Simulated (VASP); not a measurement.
# Co (P-3m1) in VASP: density of states with PBE

Aim: the density of states of Co with PBE.

Program: VASP 6.6.1. These are calculated values, not measurements. Logs are shortened: lines on timing, memory, paths and dates and some standing lists are left out, and cuts for length are marked.

## 1. The cell of the first run

The structure is trigonal, space group P-3m1 (No. 164). Conventional cell: a = 2.487 Å, b = 2.487 Å, c = 4.063 Å, α = 90.00°, β = 90.00°, γ = 120.00°. Co (site symmetry 3m) has 12 Co at 2.42 to 2.55 Å within 3.2 Å.

## 2. Density of states, PBE

Contents of POSCAR:

```
Co
1.0
    2.4873648738      0.0000000000      0.0000000000
   -1.2436824369      2.1541211692      0.0000000000
    0.0000000000      0.0000000000      4.0632895034
Co
2
Direct
    0.6666666667      0.3333333333      0.2598610000
    0.3333333333      0.6666666667      0.7401390000
```

Contents of INCAR.step1:

```
SYSTEM = Co
  PREC = Accurate
  ENCUT = 520
  EDIFF = 1E-6
  ISMEAR = -1
  SIGMA = 0.08
  LREAL = .False.
  LASPH = .True.
  NELM = 100
  ALGO = Normal
  ISIF = 2
  LWAVE = .False.
  LCHARG = .True.
  LMAXMIX = 4
  GGA = PE
  NBANDS = 16
```

Contents of KPOINTS.step1:

```
Automatic mesh
0
Gamma
  15 15 8
  0 0 0
```

Contents of INCAR.step2:

```
SYSTEM = Co
  PREC = Accurate
  ENCUT = 520
  EDIFF = 1E-6
  ISMEAR = -5
  SIGMA = 0.08
  LREAL = .False.
  LASPH = .True.
  NELM = 100
  ALGO = Normal
  ISIF = 2
  LWAVE = .False.
  LCHARG = .False.
  LMAXMIX = 4
  GGA = PE
  LORBIT = 11
  NBANDS = 16
  NEDOS = 2001
  ICHARG = 11
```

Contents of KPOINTS.step2:

```
Automatic mesh
0
Gamma
  23 23 12
  0 0 0
```

Potentials or basis: VASP PAW PBE potentials, release 64 (Co).

Command:

```sh
$ cat potpaw_PBE.64/Co/POTCAR > POTCAR
$ cp INCAR.step1 INCAR
$ cp KPOINTS.step1 KPOINTS
$ mpirun -np 1 vasp_std > vasp.out
$ cp INCAR.step2 INCAR
$ cp KPOINTS.step2 KPOINTS
$ mpirun -np 1 vasp_std > vasp.out
```

OUTCAR:

```text
SYSTEM = Co
   PREC = Accurate
   ENCUT = 520
   EDIFF = 1E-6
   ISMEAR = -5
   LREAL = .False.
   LASPH = .True.
   NELM = 100
   ISIF = 2
   GGA = PE
   LORBIT = 11
   ICHARG = 11

 ion  position               nearest neighbor table
   1  0.667  0.333  0.260-   2 2.42   2 2.42   2 2.42   2 2.55   2 2.55   2 2.55
   2  0.333  0.667  0.740-   1 2.42   1 2.42   1 2.42   1 2.55   1 2.55   1 2.55

  LATTYP: Found a hexagonal cell.
 ALAT       =     2.4873648738
 C/A-ratio  =     1.6335719565

  Lattice vectors:

 A1 = (   2.4873648738,   0.0000000000,   0.0000000000)
 A2 = (  -1.2436824369,   2.1541211692,   0.0000000000)
 A3 = (   0.0000000000,   0.0000000000,   4.0632895034)

Analysis of symmetry for initial positions (statically):
=====================================================================
 Subroutine PRICEL returns:
 Original cell was already a primitive cell.

 Routine SETGRP: Setting up the symmetry group for a
 hexagonal supercell.

 Subroutine GETGRP returns: Found 12 space group operations
 (whereof 12 operations were pure point group operations)
 out of a pool of 24 trial point group operations.

The static configuration has the point symmetry D_3d.

Analysis of symmetry for dynamics (positions and initial velocities):
=====================================================================
 Subroutine PRICEL returns:
 Original cell was already a primitive cell.

 Routine SETGRP: Setting up the symmetry group for a
 hexagonal supercell.

 Subroutine GETGRP returns: Found 12 space group operations
 (whereof 12 operations were pure point group operations)
 out of a pool of 24 trial point group operations.

The dynamic configuration has the point symmetry D_3d.

 Subroutine INISYM returns: Found 12 space group operations
 (whereof 12 operations are pure point group operations),
 and found     1 'primitive' translations

----------------------------------------------------------------------------------------

                                     Primitive cell

  volume of cell :      21.7715

  direct lattice vectors                    reciprocal lattice vectors
     2.487364874  0.000000000  0.000000000     0.402031889  0.232113220  0.000000000
    -1.243682437  2.154121169  0.000000000     0.000000000  0.464226439  0.000000000
     0.000000000  0.000000000  4.063289503     0.000000000  0.000000000  0.246106018

  length of vectors
     2.487364874  2.487364874  4.063289503     0.464226439  0.464226439  0.246106018

  position of ions in fractional coordinates (direct lattice)
     0.666666667  0.333333333  0.259861000
     0.333333333  0.666666667  0.740139000

  ion indices of the primitive-cell ions
   primitive index   ion index
                 1           1
                 2           2

----------------------------------------------------------------------------------------

 KPOINTS: Automatic mesh

Automatic generation of k-mesh.
 Grid dimensions read from file:
 generate k-points for:   23   23   12

 Generating k-lattice:

  Cartesian coordinates                     Fractional coordinates (reciprocal lattice)
     0.017479647  0.010091879  0.000000000     0.043478261  0.000000000  0.000000000
     0.000000000  0.020183758  0.000000000     0.000000000  0.043478261  0.000000000
     0.000000000  0.000000000  0.020508835     0.000000000  0.000000000  0.083333333

  Length of vectors
     0.020183758  0.020183758  0.020508835

  Shift w.r.t. Gamma in fractional coordinates (k-lattice)
     0.000000000  0.000000000  0.000000000

 TETIRR: Found   9426 inequivalent tetrahedra from    38088

 Subroutine IBZKPT returns following result:
 ===========================================

 Found    612 irreducible k-points:

 Following reciprocal coordinates:
            Coordinates               Weight
  0.000000  0.000000  0.000000      1.000000
  0.043478 -0.000000  0.000000      6.000000
  0.086957  0.000000  0.000000      6.000000
  0.130435 -0.000000  0.000000      6.000000
  0.173913 -0.000000  0.000000      6.000000
  0.217391  0.000000  0.000000      6.000000
[... 16 lines left out ...]
  0.478261  0.043478  0.000000      6.000000
  0.086957  0.086957  0.000000      6.000000
 [... further k-points ...]
   k-points           NKPTS =    612   k-points in BZ     NKDIM =    612   number of bands    NBANDS=     16
   number of dos      NEDOS =   2001   number of ions     NIONS =      2
   total plane-waves  NPLWV =   9720
   dimension x,y,z NGX =    18 NGY =   18 NGZ =   30
   dimension x,y,z NGXF=    36 NGYF=   36 NGZF=   60
   ions per type =               2
   NGX,Y,Z   is equivalent  to a cutoff of  12.03, 12.03, 12.27 a.u.
   NGXF,Y,Z  is equivalent  to a cutoff of  24.06, 24.06, 24.55 a.u.
 SYSTEM =  Co
   PREC   = accura    normal or accurate (medium, high low for compatibility)
   ISTART =      0    job   : 0-new  1-cont  2-samecut
   ICHARG =     11    charge: 1-file 2-atom 10-const
   ISPIN  =      1    spin polarized calculation?
   LNONCOLLINEAR =      F non collinear calculations
   LSORBIT =      F    spin-orbit coupling
   LASPH  =      T    aspherical Exc in radial PAW
   ENCUT  =  520.0 eV  38.22 Ry    6.18 a.u.   4.62  4.62  7.56*2*pi/ulx,y,z
   NELM   =    100;   NELMIN=  2; NELMDL=  0     # of ELM steps
   EDIFF  = 0.1E-05   stopping-criterion for ELM
   LREAL  =      F    real-space projection
   EDIFFG = 0.1E-04   stopping-criterion for IOM
   NSW    =      0    number of steps for IOM
   IBRION =     -1    ionic relax: 0-MD 1-quasi-New 2-CG
   NFREE  =      0    steps in history (QN), initial steepest desc. (CG)
   ISIF   =      2    stress and relaxation
   ISYM   =      2    0-nonsym 1-usesym 2-fastsym
   POTIM  = 0.5000    time-step for ionic-motion
   TEBEG  =    0.0;   TEEND  =   0.0 temperature during run
   PSTRESS=    0.0 pullay stress
   NELECT =      18.0000    total number of electrons
   NUPDOWN=      -1.0000    fix difference up-down
   EMIN   =  10.00;   EMAX   =-10.00  energy-range for DOS
   EFERMI =   0.00;   METHOD = LEGACY
   ISMEAR =    -5;   SIGMA  =   0.08  broadening in eV -4-tet -1-fermi 0-gaus
   EFERMI_NEDOS =   21; number of points for ismear=-14 and -15
   IALGO  =     38    algorithm
   IMIX   =      4    mixing-type and parameters
     AMIX     =   0.40;   BMIX     =  1.00
     AMIX_MAG =   1.60;   BMIX_MAG =  1.00
  volume/ion in A,a.u.               =      10.89        73.46
  Fermi-wavevector in a.u.,A,eV,Ry     =   1.536514  2.903591 32.121660  2.360875
  Thomas-Fermi vector in A             =   2.643152
   LORBIT       =     11    0 simple, 1 ext, 2 COOP (PROOUT), +10 PAW based schemes
   GGA     = PE    functional components
   LHFCALC =     F    Hartree Fock is set to
   AEXX    =    0.0000 exact exchange contribution
   IVDW    =     0    specifies the selected vdW correction
   LEPSILON=     F    determine dielectric tensor
   LRPA    =     F    only Hartree local field effects (RPA)
 non-spin polarized calculation
 Fermi weights with tetrahedron method with Bloechl corrections
  energy-cutoff  :      520.00
  volume of cell :       21.77
 maximum number of plane-waves:       602

 number of electron      17.9999996 magnetization

 Free energy of the ion-electron system (eV)
  ---------------------------------------------------
  ext. energy  EPLUGINS =         0.00000000
  ---------------------------------------------------
  free energy    TOTEN  =       -13.56453838 eV

  energy without entropy =      -13.56453838  energy(sigma->0) =      -13.56453838

 E-fermi :  10.1201     XC(G=0): -13.3975

 val. band max:       10.1278546725   @ k =   0.2609   0.0870   0.0000
 cond. band min:      10.0986419928   @ k =  -0.0870   0.2609   0.4167
 fundamental gap:     -0.0292126797
 Fermi energy:        10.1200855533

 k-point     1 :       0.0000    0.0000    0.0000
  band No.  band energies     occupation
      1       1.3074      2.00000
      2       5.4970      2.00000
      3       8.2677      2.00000
      4       8.3470      2.00000
      5       8.3470      2.00000
      6       8.6427      2.00000
[... 8 lines left out ...]
     15      35.0690      0.00000
     16      35.1371      0.00000

 k-point     2 :       0.0435   -0.0000    0.0000
  band No.  band energies     occupation
      1       1.3744      2.00000
      2       5.5409      2.00000
      3       8.1886      2.00000
      4       8.3794      2.00000
      5       8.4147      2.00000
      6       8.6236      2.00000
[... 8 lines left out ...]
     15      33.6604      0.00000
     16      34.1234      0.00000

 k-point     3 :       0.0870    0.0000    0.0000
  band No.  band energies     occupation
      1       1.5737      2.00000
      2       5.6676      2.00000
      3       8.0573      2.00000
      4       8.4751      2.00000
      5       8.5015      2.00000
      6       8.5773      2.00000
[... 8 lines left out ...]
     15      32.7226      0.00000
     16      32.8047      0.00000

 k-point     4 :       0.1304   -0.0000    0.0000
  band No.  band energies     occupation
      1       1.9000      2.00000
      2       5.8606      2.00000
      3       7.8970      2.00000
      4       8.3280      2.00000
      5       8.4803      2.00000
      6       8.6275      2.00000
[... 8 lines left out ...]
     15      31.5200      0.00000
     16      32.2024      0.00000
[... 324 lines left out ...]
 k-point    22 :       0.4348    0.0435    0.0000
  band No.  band energies     occupation
      1       5.8078      2.00000
      2       6.0921      2.00000
      3       6.3434      2.00000
      4       7.9605      2.00000
      5       8.2133      2.00000
      6       8.3622      2.00000
[... 8 lines left out ...]
     15      23.5451      0.00000
     16      24.5192      0.00000

 k-point    23 :       0.4783    0.0435    0.0000
  band No.  band energies     occupation
      1       5.9274      2.00000
      2       6.0205      2.00000
      3       6.3173      2.00000
      4       8.0301      2.00000
      5       8.2048      2.00000
      6       8.3427      2.00000
[... 8 lines left out ...]
     15      22.9845      0.00000
     16      24.2094      0.00000

 k-point    24 :       0.0870    0.0870    0.0000
  band No.  band energies     occupation
      1       2.0927      2.00000
      2       5.9702      2.00000
      3       7.8012      2.00000
      4       8.1510      2.00000
      5       8.4409      2.00000
      6       8.6706      2.00000
[... 8 lines left out ...]
     15      28.9636      0.00000
     16      34.3887      0.00000

 [... further k-points ...]

------------------------ aborting loop because EDIFF is reached ----------------------------------------

  FORCE on cell =-STRESS in cart. coord.  units (eV):
  Direction    XX          YY          ZZ          XY          YZ          ZX
  --------------------------------------------------------------------------------------
  -------------------------------------------------------------------------------------
  Total       -1.7703072     -1.7703072     -2.1342078      0.0000000      0.0000000      0.0000000
  in kB     -130.2782232   -130.2782232   -157.0579363      0.0000000      0.0000000      0.0000000
  external PRESSURE =    -139.2047942 kB  Pullay stress =       0.0000000 kB

 VOLUME and BASIS-vectors are now :
 -----------------------------------------------------------------------------
  energy-cutoff  :      520.00
  volume of cell :       21.77
      direct lattice vectors                 reciprocal lattice vectors
     2.487364874  0.000000000  0.000000000     0.402031889  0.232113220  0.000000000
    -1.243682437  2.154121169  0.000000000     0.000000000  0.464226439  0.000000000
     0.000000000  0.000000000  4.063289503     0.000000000  0.000000000  0.246106018

 POSITION                                       TOTAL-FORCE (eV/Angst)
 -----------------------------------------------------------------------------------
      1.24368      0.71804      1.05589        -0.000000      0.000000     -0.562377
     -0.00000      1.43608      3.00740         0.000000     -0.000000      0.562377
 -----------------------------------------------------------------------------------
    total drift:                                0.000000     -0.000000     -0.000000

  FREE ENERGIE OF THE ION-ELECTRON SYSTEM (eV)
  ---------------------------------------------------
  free  energy   TOTEN  =       -13.5645383826 eV

  energy  without entropy=      -13.5645383826  energy(sigma->0) =      -13.56453838

 total charge

# of ion       s       p       d       tot
------------------------------------------
    1        0.481   0.513   7.278   8.272
    2        0.481   0.513   7.278   8.272
--------------------------------------------------
tot          0.963   1.025  14.557  16.544
```

Run time: 1.7 min. Hardware: 1 thread of Intel Xeon 6975P-C, shared host; peak memory 0.3 GiB.

What came out:

| Property | Result |
| --- | --- |
| Valence electrons inside the program's atomic spheres | Co 8.27 |

Levels at points of the mesh, in eV from the Fermi level:
```csv
k point,band 5,band 6,band 7,band 8,band 9,band 10,band 11,band 12,band 13,band 14
"(0.00, 0.00, 0.00)",-1.77,-1.48,-1.48,-1.00,-1.00,-0.10,0.09,0.09,6.65,22.02
"(0.00, 0.00, 0.50)",-1.84,-1.84,-1.82,-1.82,-0.31,-0.31,-0.15,-0.15,14.38,15.56
```

Caveat: the run has no spin polarisation, though such a crystal can be magnetic; tetrahedron occupations give inexact forces and stress in metals. Spin polarisation is off, so any magnetic state and its effect on volume and gap are missing.
